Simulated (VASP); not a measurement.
# Li2Se (Fm-3m) in VASP: single point with HSE06

Aim: the single point of Li2Se with HSE06.

Program: VASP 6.6.1. These are calculated values, not measurements. Logs are shortened: lines on timing, memory, paths and dates and some standing lists are left out, and cuts for length are marked.

**1. The cell of the first run**

The structure is cubic, space group Fm-3m (No. 225). Conventional cell: a = 5.987 Å, b = 5.987 Å, c = 5.987 Å, α = 90.00°, β = 90.00°, γ = 90.00°. Li (site symmetry -43m) has 4 Se at 2.59 Å and 6 Li at 2.99 Å within 3.4 Å. Within 3.4 Å of Se (site symmetry m-3m) lie 8 Li at 2.59 Å.

**2. Single point, HSE06, non-collinear spin, zero start, spin-orbit coupling**

Contents of POSCAR:

```
Li2Se
1.0
    0.0000000000      2.9935010607      2.9935010607
    2.9935010607      0.0000000000      2.9935010607
    2.9935010607      2.9935010607      0.0000000000
Li Se
2 1
Direct
    0.7500000000      0.7500000000      0.7500000000
    0.2500000000      0.2500000000      0.2500000000
    0.0000000000      0.0000000000      0.0000000000
```

Contents of INCAR.step1:

```
ALGO = Normal
EDIFF = 1E-5
ENCUT = 650
GGA = PE
GGA_COMPAT = False
ISIF = 2
ISMEAR = 0
LASPH = True
LCHARG = False
LNONCOLLINEAR = True
LORBIT = 11
LORBMOM = True
LREAL = False
LSORBIT = True
LWAVE = True
MAGMOM = 0 0 0 0 0 0 0 0 0
NBANDS = 25
NELM = 200
PREC = Accurate
SIGMA = 0.01
```

Contents of INCAR.step2:

```
ALGO = Normal
EDIFF = 1E-6
ENCUT = 650
GGA = PE
GGA_COMPAT = False
HFSCREEN = 0.2079
ISIF = 2
ISMEAR = 0
ISTART = 1
LASPH = True
LCHARG = False
LHFCALC = True
LNONCOLLINEAR = True
LORBIT = 11
LORBMOM = True
LREAL = False
LSORBIT = True
LWAVE = False
MAGMOM = 0 0 0 0 0 0 0 0 0
NBANDS = 25
NELM = 200
PREC = Accurate
PRECFOCK = Normal
SIGMA = 0.01
```

Contents of KPOINTS:

```
k-points
0
Gamma
  4 4 4
```

Potentials or basis: VASP PAW PBE potentials, release 64 (Li_sv, Se).

Run with:

```
> cat potpaw_PBE.64/Li_sv/POTCAR potpaw_PBE.64/Se/POTCAR > POTCAR
> cp INCAR.step1 INCAR
> mpirun -np 1 vasp_ncl > vasp.out
> cp INCAR.step2 INCAR
> mpirun -np 1 vasp_ncl > vasp.out
```

OUTCAR:

```text
EDIFF = 1E-6
   ENCUT = 650
   GGA = PE
   HFSCREEN = 0.2079
   ISIF = 2
   ISMEAR = 0
   ISTART = 1
   LASPH = True
   LHFCALC = True
   LNONCOLLINEAR = True
   LORBIT = 11
   LREAL = False
   LSORBIT = True
   NELM = 200
   PREC = Accurate
   PRECFOCK = Normal

 ion  position               nearest neighbor table
   1  0.750  0.750  0.750-   3 2.59   3 2.59   3 2.59   3 2.59
   2  0.250  0.250  0.250-   3 2.59   3 2.59   3 2.59   3 2.59
   3  0.000  0.000  0.000-   1 2.59   1 2.59   1 2.59   1 2.59   2 2.59   2 2.59   2 2.59   2 2.59

  LATTYP: Found a face centered cubic cell.
 ALAT       =     5.9870021214

  Lattice vectors:

 A1 = (   0.0000000000,   2.9935010607,   2.9935010607)
 A2 = (   2.9935010607,   0.0000000000,   2.9935010607)
 A3 = (   2.9935010607,   2.9935010607,   0.0000000000)

Analysis of symmetry for initial positions (statically):
=====================================================================
 Subroutine PRICEL returns:
 Original cell was already a primitive cell.

 Routine SETGRP: Setting up the symmetry group for a
 face centered cubic supercell.

 Subroutine GETGRP returns: Found 48 space group operations
 (whereof 48 operations were pure point group operations)
 out of a pool of 48 trial point group operations.

The static configuration has the point symmetry O_h .

Analysis of symmetry for dynamics (positions and initial velocities):
=====================================================================
 Subroutine PRICEL returns:
 Original cell was already a primitive cell.

 Routine SETGRP: Setting up the symmetry group for a
 face centered cubic supercell.

 Subroutine GETGRP returns: Found 48 space group operations
 (whereof 48 operations were pure point group operations)
 out of a pool of 48 trial point group operations.

The dynamic configuration has the point symmetry O_h .

Analysis of structural, dynamic, and magnetic symmetry:
=====================================================================
 Subroutine PRICEL returns:
 Original cell was already a primitive cell.

 Routine SETGRP: Setting up the symmetry group for a
 face centered cubic supercell.

 Subroutine GETGRP returns: Found 48 space group operations
 (whereof 48 operations were pure point group operations)
 out of a pool of 48 trial point group operations.

The overall configuration has the point symmetry O_h .

 Subroutine INISYM returns: Found 48 space group operations
 (whereof 48 operations are pure point group operations),
 and found     1 'primitive' translations

----------------------------------------------------------------------------------------

                                     Primitive cell

  volume of cell :      53.6498

  direct lattice vectors                    reciprocal lattice vectors
     0.000000000  2.993501061  2.993501061    -0.167028503  0.167028503  0.167028503
     2.993501061  0.000000000  2.993501061     0.167028503 -0.167028503  0.167028503
     2.993501061  2.993501061  0.000000000     0.167028503  0.167028503 -0.167028503

  length of vectors
     4.233449799  4.233449799  4.233449799     0.289301853  0.289301853  0.289301853

  position of ions in fractional coordinates (direct lattice)
     0.750000000  0.750000000  0.750000000
     0.250000000  0.250000000  0.250000000
     0.000000000  0.000000000  0.000000000

  ion indices of the primitive-cell ions
   primitive index   ion index
                 1           1
                 2           2
                 3           3

----------------------------------------------------------------------------------------

 KPOINTS: k-points

Automatic generation of k-mesh.
 Grid dimensions read from file:
 generate k-points for:    4    4    4
[... 87 lines left out ...]
  energy-cutoff  :      650.00
  volume of cell :       53.65
 maximum number of plane-waves:      4088
  NGX = 28; NGY = 28; NGZ = 28

 number of electron      11.9999994 magnetization      -0.0000000     -0.0000001      0.0000001

 number of electron      11.9999994 magnetization       0.0000000      0.0000000      0.0000000

 number of electron      11.9999994 magnetization      -0.0000000     -0.0000000     -0.0000000

 Free energy of the ion-electron system (eV)
  ---------------------------------------------------
  ext. energy  EPLUGINS =         0.00000000
  ---------------------------------------------------
  free energy    TOTEN  =       -12.57187799 eV

  energy without entropy =      -12.57187799  energy(sigma->0) =      -12.57187799

 E-fermi :   0.5824     XC(G=0):  -6.9417

 val. band max:        0.5326224144   @ k =   0.0000   0.0000   0.0000
 cond. band min:       4.2240884761   @ k =   0.5000   0.5000   0.0000
 fundamental gap:      3.6914660617
 Fermi energy:         0.5823704059

 k-point     1 :       0.0000    0.0000    0.0000
  band No.  band energies     occupation
      1     -47.3603      1.00000
      2     -47.3603      1.00000
      3     -47.3342      1.00000
      4     -47.3342      1.00000
      5     -12.0832      1.00000
      6     -12.0832      1.00000
[... 205 lines left out ...]
     23      12.9644      0.00000
     24      12.9644      0.00000
 [bands above 24 left out]

------------------------ aborting loop because EDIFF is reached ----------------------------------------

  FORCE on cell =-STRESS in cart. coord.  units (eV):
  Direction    XX          YY          ZZ          XY          YZ          ZX
  --------------------------------------------------------------------------------------
  -------------------------------------------------------------------------------------
  Total       -0.1576994     -0.1576994     -0.1576994     -0.0000000     -0.0000000      0.0000000
  in kB       -4.7094742     -4.7094742     -4.7094742     -0.0000000     -0.0000000      0.0000000
  external PRESSURE =      -4.7094742 kB  Pullay stress =       0.0000000 kB

 VOLUME and BASIS-vectors are now :
 -----------------------------------------------------------------------------
  energy-cutoff  :      650.00
  volume of cell :       53.65
      direct lattice vectors                 reciprocal lattice vectors
     0.000000000  2.993501061  2.993501061    -0.167028503  0.167028503  0.167028503
     2.993501061  0.000000000  2.993501061     0.167028503 -0.167028503  0.167028503
     2.993501061  2.993501061  0.000000000     0.167028503  0.167028503 -0.167028503

 POSITION                                       TOTAL-FORCE (eV/Angst)
 -----------------------------------------------------------------------------------
      4.49025      4.49025      4.49025        -0.000000     -0.000000     -0.000000
      1.49675      1.49675      1.49675         0.000000      0.000000      0.000000
      0.00000      0.00000      0.00000         0.000000     -0.000000      0.000000
 -----------------------------------------------------------------------------------
    total drift:                                0.000000      0.000000      0.000000

  FREE ENERGIE OF THE ION-ELECTRON SYSTEM (eV)
  ---------------------------------------------------
  free  energy   TOTEN  =       -12.5718779891 eV

  energy  without entropy=      -12.5718779891  energy(sigma->0) =      -12.57187799

 orbital moment (x)

 # of ion     p       d       tot
 ----------------------------------------
  1        -0.000   0.000  -0.000
  2        -0.000   0.000  -0.000
  3         0.000  -0.000   0.000
 ----------------------------------------
            0.000  -0.000   0.000

 orbital moment (y)

 # of ion     p       d       tot
 ----------------------------------------
  1         0.000   0.000   0.000
  2         0.000   0.000   0.000
  3         0.000  -0.000   0.000
 ----------------------------------------
            0.000  -0.000   0.000

 orbital moment (z)

 # of ion     p       d       tot
 ----------------------------------------
  1         0.000   0.000   0.000
  2         0.000   0.000   0.000
  3         0.000  -0.000   0.000
 ----------------------------------------
            0.000  -0.000   0.000

 Spin-Orbit-Coupling matrix elements

 Ion:    1  E_soc:     -0.0000009
 l=   1
     0.0000000    -0.0000001    -0.0000001
    -0.0000001     0.0000000    -0.0000001
    -0.0000001    -0.0000001     0.0000000
 l=   2
     0.0000000     0.0000000     0.0000000     0.0000000     0.0000000
     0.0000000     0.0000000     0.0000000     0.0000000     0.0000000
     0.0000000     0.0000000     0.0000000     0.0000000     0.0000000
     0.0000000     0.0000000     0.0000000     0.0000000     0.0000000
     0.0000000     0.0000000     0.0000000     0.0000000     0.0000000
 l=   3
     0.0000000     0.0000000     0.0000000     0.0000000     0.0000000     0.0000000     0.0000000
     0.0000000     0.0000000     0.0000000     0.0000000     0.0000000     0.0000000     0.0000000
     0.0000000     0.0000000     0.0000000     0.0000000     0.0000000     0.0000000     0.0000000
     0.0000000     0.0000000     0.0000000     0.0000000     0.0000000     0.0000000     0.0000000
[... 29 lines left out ...]
 l=   2
     0.0000000     0.0000001     0.0000000     0.0000001    -0.0000006
     0.0000001     0.0000000    -0.0000004     0.0000001    -0.0000001
     0.0000000    -0.0000004     0.0000000    -0.0000004     0.0000000
     0.0000001     0.0000001    -0.0000004     0.0000000    -0.0000001
    -0.0000006    -0.0000001     0.0000000    -0.0000001     0.0000000
 l=   3
     0.0000000     0.0000000     0.0000000     0.0000000     0.0000000     0.0000000     0.0000000
     0.0000000     0.0000000     0.0000000     0.0000000     0.0000000     0.0000000     0.0000000
     0.0000000     0.0000000     0.0000000     0.0000000     0.0000000     0.0000000     0.0000000
     0.0000000     0.0000000     0.0000000     0.0000000     0.0000000     0.0000000     0.0000000
     0.0000000     0.0000000     0.0000000     0.0000000     0.0000000     0.0000000     0.0000000
     0.0000000     0.0000000     0.0000000     0.0000000     0.0000000     0.0000000     0.0000000
     0.0000000     0.0000000     0.0000000     0.0000000     0.0000000     0.0000000     0.0000000

 total charge

# of ion       s       p       d       tot
------------------------------------------
    1        2.017   0.058   0.000   2.075
    2        2.017   0.058   0.000   2.075
    3        1.430   2.557   0.003   3.990
--------------------------------------------------
tot          5.465   2.672   0.003   8.140

 magnetization (x)

# of ion       s       p       d       tot
------------------------------------------
    1        0.000   0.000   0.000   0.000
    2        0.000   0.000   0.000   0.000
    3        0.000   0.000   0.000   0.000
--------------------------------------------------
tot          0.000   0.000   0.000   0.000

 magnetization (y)

# of ion       s       p       d       tot
------------------------------------------
    1        0.000   0.000   0.000   0.000
    2        0.000   0.000   0.000   0.000
    3        0.000   0.000  -0.000  -0.000
--------------------------------------------------
tot          0.000   0.000  -0.000   0.000

 magnetization (z)

# of ion       s       p       d       tot
------------------------------------------
    1        0.000   0.000   0.000   0.000
    2        0.000   0.000   0.000   0.000
    3        0.000   0.000   0.000   0.000
--------------------------------------------------
tot          0.000   0.000   0.000   0.000
```

Wall time 17 min (1 thread of Intel Xeon Platinum 8488C (Sapphire Rapids), shared host); peak memory 0.52 GiB.

What came out:

- Free energy: -12.5719 eV
- Pressure: -0.5 GPa
- Net moment: 0.00 μB per cell
- Valence electrons inside the program's atomic spheres: Li 2.08; Se 3.99

Moments on the atoms (μB; x, y, z):
```
Li  0.00 0.00 0.00
Li  0.00 0.00 0.00
Se  0.00 0.00 0.00
```

Caveat: the k points lie up to 0.45 Å⁻¹ apart; the PAW data sets were made with another functional, which shifts forces and pressure a little.
